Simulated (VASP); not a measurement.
# ZnS (P6_3mc) in VASP: a series of runs, part 2 of 2

VASP 6.6.1. The steps go on from the part before.

## 3. Single point, r2SCAN (epitaxial xy strain +3.0%)

The input, POSCAR:

```
ZnS
1.0
    3.9196143824      0.0000000000      0.0000000000
   -1.9598071912      3.3944856282      0.0000000000
    0.0000000000      0.0000000000      6.1383776671
Zn S
2 2
Direct
    0.3333333333      0.6666666667     -0.0036575881
    0.6666666667      0.3333333333      0.4963424119
    0.3333333333      0.6666666667      0.3786575881
    0.6666666667      0.3333333333      0.8786575881
```

The input, INCAR.step1:

```
SYSTEM = ZnS
PREC = Accurate
ENCUT = 520
ISMEAR = 0
SIGMA = 0.01
LREAL = .False.
LASPH = .True.
NELM = 60
NBANDS = 26
GGA = PE
ALGO = Normal
EDIFF = 1E-4
LWAVE = .True.
LCHARG = .False.
```

The input, INCAR.step2:

```
SYSTEM = ZnS
PREC = Accurate
ENCUT = 520
EDIFF = 1E-6
ISMEAR = 0
SIGMA = 0.01
LREAL = .False.
LASPH = .True.
NELM = 60
ALGO = Normal
ISIF = 2
LWAVE = .False.
LCHARG = .False.
METAGGA = R2SCAN
LMIXTAU = .True.
NBANDS = 26
ISTART = 1
```

The input, KPOINTS:

```
regular mesh
0
Gamma
  12 12 4
  0 0 0
```

Potentials or basis: VASP PAW PBE potentials, release 64 (Zn, S).

Command:

```console
$ cat potpaw_PBE.64/Zn/POTCAR potpaw_PBE.64/S/POTCAR > POTCAR
$ cp INCAR.step1 INCAR
$ mpirun -np 1 vasp_std > vasp.out
$ cp INCAR.step2 INCAR
$ mpirun -np 1 vasp_std > vasp.out
```

OUTCAR:

```text
SYSTEM = ZnS
   PREC = Accurate
   ENCUT = 520
   EDIFF = 1E-6
   ISMEAR = 0
   LREAL = .False.
   LASPH = .True.
   NELM = 60
   ISIF = 2
   METAGGA = R2SCAN
   ISTART = 1

 ion  position               nearest neighbor table
   1  0.333  0.667  0.996-   3 2.35   4 2.38   4 2.38   4 2.38
   2  0.667  0.333  0.496-   4 2.35   3 2.38   3 2.38   3 2.38
   3  0.333  0.667  0.379-   1 2.35   2 2.38   2 2.38   2 2.38
   4  0.667  0.333  0.879-   2 2.35   1 2.38   1 2.38   1 2.38

  LATTYP: Found a hexagonal cell.
 ALAT       =     3.9196143824
 C/A-ratio  =     1.5660667270

  Lattice vectors:

 A1 = (   3.9196143824,   0.0000000000,   0.0000000000)
 A2 = (  -1.9598071912,   3.3944856282,   0.0000000000)
 A3 = (   0.0000000000,   0.0000000000,   6.1383776671)

Analysis of symmetry for initial positions (statically):
=====================================================================
 Subroutine PRICEL returns:
 Original cell was already a primitive cell.

 Routine SETGRP: Setting up the symmetry group for a
 hexagonal supercell.

 Subroutine GETGRP returns: Found 12 space group operations
 (whereof  6 operations were pure point group operations)
 out of a pool of 24 trial point group operations.

The static configuration has the point symmetry C_3v.
 The point group associated with its full space group is C_6v.

Analysis of symmetry for dynamics (positions and initial velocities):
=====================================================================
 Subroutine PRICEL returns:
 Original cell was already a primitive cell.

 Routine SETGRP: Setting up the symmetry group for a
 hexagonal supercell.

 Subroutine GETGRP returns: Found 12 space group operations
 (whereof  6 operations were pure point group operations)
 out of a pool of 24 trial point group operations.

The dynamic configuration has the point symmetry C_3v.
 The point group associated with its full space group is C_6v.

 Subroutine INISYM returns: Found 12 space group operations
 (whereof  6 operations are pure point group operations),
 and found     1 'primitive' translations

----------------------------------------------------------------------------------------

                                     Primitive cell

  volume of cell :      81.6716

  direct lattice vectors                    reciprocal lattice vectors
     3.919614382  0.000000000  0.000000000     0.255127138  0.147297722  0.000000000
    -1.959807191  3.394485628  0.000000000     0.000000000  0.294595444  0.000000000
     0.000000000  0.000000000  6.138377667     0.000000000  0.000000000  0.162909494

  length of vectors
     3.919614382  3.919614382  6.138377667     0.294595444  0.294595444  0.162909494

  position of ions in fractional coordinates (direct lattice)
     0.333333333  0.666666667  0.996342412
     0.666666667  0.333333333  0.496342412
     0.333333333  0.666666667  0.378657588
     0.666666667  0.333333333  0.878657588

  ion indices of the primitive-cell ions
   primitive index   ion index
                 1           1
                 2           2
                 3           3
                 4           4

----------------------------------------------------------------------------------------

 KPOINTS: regular mesh

Automatic generation of k-mesh.
 Grid dimensions read from file:
[... 22 lines left out ...]
  0.000000  0.000000  0.000000      1.000000
  0.083333  0.000000  0.000000      6.000000
  0.166667  0.000000  0.000000      6.000000
  0.250000  0.000000  0.000000      6.000000
  0.333333  0.000000  0.000000      6.000000
  0.416667  0.000000  0.000000      6.000000
[... 16 lines left out ...]
  0.250000  0.000000  0.250000     12.000000
  0.333333  0.000000  0.250000     12.000000
 [... further k-points ...]
   k-points           NKPTS =     57   k-points in BZ     NKDIM =     57   number of bands    NBANDS=     26
   number of dos      NEDOS =    301   number of ions     NIONS =      4
   total plane-waves  NPLWV =  43200
   dimension x,y,z NGX =    30 NGY =   30 NGZ =   48
   dimension x,y,z NGXF=    60 NGYF=   60 NGZF=   96
   ions per type =               2   2
   NGX,Y,Z   is equivalent  to a cutoff of  12.72, 12.72, 13.00 a.u.
   NGXF,Y,Z  is equivalent  to a cutoff of  25.45, 25.45, 26.00 a.u.
 SYSTEM =  ZnS
   PREC   = accura    normal or accurate (medium, high low for compatibility)
   ISTART =      1    job   : 0-new  1-cont  2-samecut
   ICHARG =      0    charge: 1-file 2-atom 10-const
   ISPIN  =      1    spin polarized calculation?
   LNONCOLLINEAR =      F non collinear calculations
   LSORBIT =      F    spin-orbit coupling
   LASPH  =      T    aspherical Exc in radial PAW
   ENCUT  =  520.0 eV  38.22 Ry    6.18 a.u.   7.29  7.29 11.41*2*pi/ulx,y,z
   NELM   =     60;   NELMIN=  2; NELMDL=  0     # of ELM steps
   EDIFF  = 0.1E-05   stopping-criterion for ELM
   LREAL  =      F    real-space projection
   EDIFFG = 0.1E-04   stopping-criterion for IOM
   NSW    =      0    number of steps for IOM
   IBRION =     -1    ionic relax: 0-MD 1-quasi-New 2-CG
   NFREE  =      0    steps in history (QN), initial steepest desc. (CG)
   ISIF   =      2    stress and relaxation
   ISYM   =      2    0-nonsym 1-usesym 2-fastsym
   POTIM  = 0.5000    time-step for ionic-motion
   TEBEG  =    0.0;   TEEND  =   0.0 temperature during run
   PSTRESS=    0.0 pullay stress
   NELECT =      36.0000    total number of electrons
   NUPDOWN=      -1.0000    fix difference up-down
   EMIN   =  10.00;   EMAX   =-10.00  energy-range for DOS
   EFERMI =   0.00;   METHOD = LEGACY
   ISMEAR =     0;   SIGMA  =   0.01  broadening in eV -4-tet -1-fermi 0-gaus
   EFERMI_NEDOS =   21; number of points for ismear=-14 and -15
   IALGO  =     38    algorithm
   IMIX   =      4    mixing-type and parameters
     AMIX     =   0.40;   BMIX     =  1.00
     AMIX_MAG =   1.60;   BMIX_MAG =  1.00
  volume/ion in A,a.u.               =      20.42       137.79
  Fermi-wavevector in a.u.,A,eV,Ry     =   1.245906  2.354421 21.120083  1.552282
  Thomas-Fermi vector in A             =   2.380108
   LORBIT       =      0    0 simple, 1 ext, 2 COOP (PROOUT), +10 PAW based schemes
   METAGGA = R2SCAN    functional components
   LHFCALC =     F    Hartree Fock is set to
   AEXX    =    0.0000 exact exchange contribution
   IVDW    =     0    specifies the selected vdW correction
   LEPSILON=     F    determine dielectric tensor
   LRPA    =     F    only Hartree local field effects (RPA)
 non-spin polarized calculation
 Gauss-broadening in eV      SIGMA  =   0.01
  energy-cutoff  :      520.00
  volume of cell :       81.67
 maximum number of plane-waves:      2231
 NGX is ok and might be reduce to    30
   NGX = 15   NGY = 15   NGZ = 23

 number of electron      35.9999982 magnetization

 Free energy of the ion-electron system (eV)
  ---------------------------------------------------
  ext. energy  EPLUGINS =         0.00000000
  ---------------------------------------------------
  free energy    TOTEN  =       -37.65649726 eV

  energy without entropy =      -37.65649726  energy(sigma->0) =      -37.65649726

 E-fermi :   1.6265     XC(G=0): -10.1009

 val. band max:        1.5826950451   @ k =   0.0000   0.0000   0.0000
 cond. band min:       4.1456350925   @ k =   0.0000   0.0000   0.0000
 fundamental gap:      2.5629400474
 Fermi energy:         1.6265242094

 k-point     1 :       0.0000    0.0000    0.0000
  band No.  band energies     occupation
      1     -11.9231      2.00000
      2     -10.9483      2.00000
      3      -4.8273      2.00000
      4      -4.8273      2.00000
      5      -4.8188      2.00000
      6      -4.7463      2.00000
[... 685 lines left out ...]
     25      10.8441      0.00000
     26      11.7510      0.00000

 [... further k-points ...]

------------------------ aborting loop because EDIFF is reached ----------------------------------------

  FORCE on cell =-STRESS in cart. coord.  units (eV):
  Direction    XX          YY          ZZ          XY          YZ          ZX
  --------------------------------------------------------------------------------------
  -------------------------------------------------------------------------------------
  Total       -2.1990695     -2.1990695      0.0513003      0.0000000      0.0000000      0.0000000
  in kB      -43.1398494    -43.1398494      1.0063743      0.0000000      0.0000000      0.0000000
  external PRESSURE =     -28.4244415 kB  Pullay stress =       0.0000000 kB

 VOLUME and BASIS-vectors are now :
 -----------------------------------------------------------------------------
  energy-cutoff  :      520.00
  volume of cell :       81.67
      direct lattice vectors                 reciprocal lattice vectors
     3.919614382  0.000000000  0.000000000     0.255127138  0.147297722  0.000000000
    -1.959807191  3.394485628  0.000000000     0.000000000  0.294595444  0.000000000
     0.000000000  0.000000000  6.138377667     0.000000000  0.000000000  0.162909494

 POSITION                                       TOTAL-FORCE (eV/Angst)
 -----------------------------------------------------------------------------------
     -0.00000      2.26299      6.11593        -0.000000     -0.000000      0.001187
      1.95981      1.13150      3.04674         0.000000      0.000000      0.001187
     -0.00000      2.26299      2.32434         0.000000     -0.000000     -0.001187
      1.95981      1.13150      5.39353         0.000000     -0.000000     -0.001187
 -----------------------------------------------------------------------------------
    total drift:                               -0.000000     -0.000000     -0.001116

  FREE ENERGIE OF THE ION-ELECTRON SYSTEM (eV)
  ---------------------------------------------------
  free  energy   TOTEN  =       -37.6564972646 eV

  energy  without entropy=      -37.6564972646  energy(sigma->0) =      -37.65649726
```

Run time: 2.9 min. Hardware: 1 thread of Intel Xeon 6975P-C (Granite Rapids), shared host; peak memory 0.27 GiB.

Results:

```yaml
Free_energy: -37.6565 eV
Pressure: -2.8 GPa
Band_gap_on_the_k_mesh: 2.56 eV
```

Caveat: the cell differs from its parent crystal (epitaxial xy strain +3.0%); the PAW data sets were made with another functional, which shifts forces and pressure a little.

## 4. Single point, r2SCAN (epitaxial xy strain +4.0%)

The input, POSCAR:

```
ZnS
1.0
    3.9576688909      0.0000000000      0.0000000000
   -1.9788344454      3.4274417993      0.0000000000
    0.0000000000      0.0000000000      6.1040543255
Zn S
2 2
Direct
    0.3333333333      0.6666666667     -0.0048323387
    0.6666666667      0.3333333333      0.4951676613
    0.3333333333      0.6666666667      0.3798323387
    0.6666666667      0.3333333333      0.8798323387
```

The input, INCAR.step1:

```
SYSTEM = ZnS
PREC = Accurate
ENCUT = 520
ISMEAR = 0
SIGMA = 0.01
LREAL = .FALSE.
LASPH = .TRUE.
NELM = 80
NBANDS = 26
GGA = PE
ALGO = Normal
EDIFF = 1E-4
LWAVE = .TRUE.
LCHARG = .FALSE.
```

The input, INCAR.step2:

```
SYSTEM = ZnS
PREC = Accurate
ENCUT = 520
EDIFF = 1E-6
ISMEAR = 0
SIGMA = 0.01
LREAL = .FALSE.
LASPH = .TRUE.
NELM = 80
ALGO = Normal
ISIF = 2
LWAVE = .FALSE.
LCHARG = .TRUE.
METAGGA = R2SCAN
LMIXTAU = .TRUE.
LELF = .TRUE.
LVHAR = .TRUE.
NBANDS = 26
ISTART = 1
```

The input, KPOINTS:

```
regular mesh
0
G
  12 12 4
  0 0 0
```

Command:

```console
$ cat potpaw_PBE.64/Zn/POTCAR potpaw_PBE.64/S/POTCAR > POTCAR
$ cp INCAR.step1 INCAR
$ mpirun -np 1 vasp_std > vasp.out
$ cp INCAR.step2 INCAR
$ mpirun -np 1 vasp_std > vasp.out
```

Run time: 2.8 min. Hardware: 1 thread of Intel Xeon 6975P-C (Granite Rapids), shared host; peak memory 0.27 GiB.

It converged, with:

```
Free energy            : -37.6069 eV
Pressure               : -3.7 GPa
Largest force          : 0.012 eV/Å
Band gap on the k mesh : 2.46 eV
```

Forces on the atoms (eV/Å):
```
Zn   0.000  0.000 -0.012
Zn   0.000  0.000 -0.012
S    0.000  0.000  0.012
S    0.000  0.000  0.012
```

Stress tensor (GPa, compression positive):
```
-5.53  0.00  0.00
 0.00 -5.53  0.00
 0.00  0.00  0.09
```

Levels at points of the mesh, in eV from the valence-band top:
```
           k point  band 16  band 17  band 18  band 19  band 20  band 21
(0.00, 0.00, 0.00)    -0.16    -0.16     0.00     2.46     2.89     6.48
(0.50, 0.00, 0.00)    -2.38    -1.57    -0.94     3.68     4.61     5.72
(0.00, 0.00, 0.50)    -0.66    -0.66    -0.66     3.59     3.59     6.92
(0.50, 0.00, 0.50)    -1.72    -1.39    -1.39     3.97     3.97     5.68
```

Caveat: the cell differs from its parent crystal (epitaxial xy strain +4.0%); the cell stands under tension; the PAW data sets were made with another functional, which shifts forces and pressure a little.

## 5. Overview

| cell | gap on the mesh (eV) | pressure (GPa) | largest force (eV/Å) |
| --- | --- | --- | --- |
| a = 3.882, b = 3.882, c = 6.176 Å, angles 90.0, 90.0, 120.0°, 4 atoms, epitaxial xy strain +2.0% | 2.67 | -2.0 | 0.01 |
| a = 3.920, b = 3.920, c = 6.138 Å, angles 90.0, 90.0, 120.0°, 4 atoms, epitaxial xy strain +3.0% | 2.56 | -2.8 | - |
| a = 3.958, b = 3.958, c = 6.104 Å, angles 90.0, 90.0, 120.0°, 4 atoms, epitaxial xy strain +4.0% | 2.46 | -3.7 | 0.01 |

Alike in all rows: task single point; level r2SCAN; potentials or basis VASP PAW PBE potentials, release 64 (Zn, S); no spin polarisation; k mesh 12 × 12 × 4; cutoff (eV) 520; smearing gaussian 0.01 eV.

Caveats: the PAW data sets were made with another functional, which shifts forces and pressure a little; the cell stands under tension (at least some runs).

Total energies depend on the potentials used, so only differences within one code and one set of settings carry meaning.
